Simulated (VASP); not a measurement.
In, 1 atom in the cell. The structure is cubic, space group Im-3m (No. 229). Conventional cell: a = 3.765 Å, b = 3.765 Å, c = 3.765 Å, α = 90.00°, β = 90.00°, γ = 90.00°. Within 4.3 Å of In (site symmetry m-3m) lie 14 In at 3.26 to 3.77 Å. 

```yaml
Program: VASP 6.6.1
Task: relaxation of cell and atoms
Functional: PBEsol
Potentials_or_basis: VASP PAW PBE potentials, release 64 (In_d)
Cutoff: 600 eV
k_mesh: 10 × 10 × 10
Occupations: fermi-dirac, width 0.05 eV
Spin: no spin polarisation
Dipole_correction: no
Further_INCAR_settings: ALGO = Normal; EDIFF = 1e-06; IBRION = 2; EDIFFG = -0.01; NSW = 60; ISIF = 3
```

Potentials or basis: VASP PAW PBE potentials, release 64 (In_d).

Run with:

```console
$ cat potpaw_PBE.64/In_d/POTCAR > POTCAR
$ mpirun -np 1 vasp_std > vasp.out
```

Hardware: 1 thread of AMD EPYC 7R13 Processor (Zen 3), on a shared host.

**Question.** How long does it take, and how much memory?

**Answer.** Run time: 30 s on 1 thread of AMD EPYC 7R13 Processor (Zen 3), with other jobs on the host, peak memory 0.14 GiB. Counts: scf iterations 22, k points 47, ion steps 3.
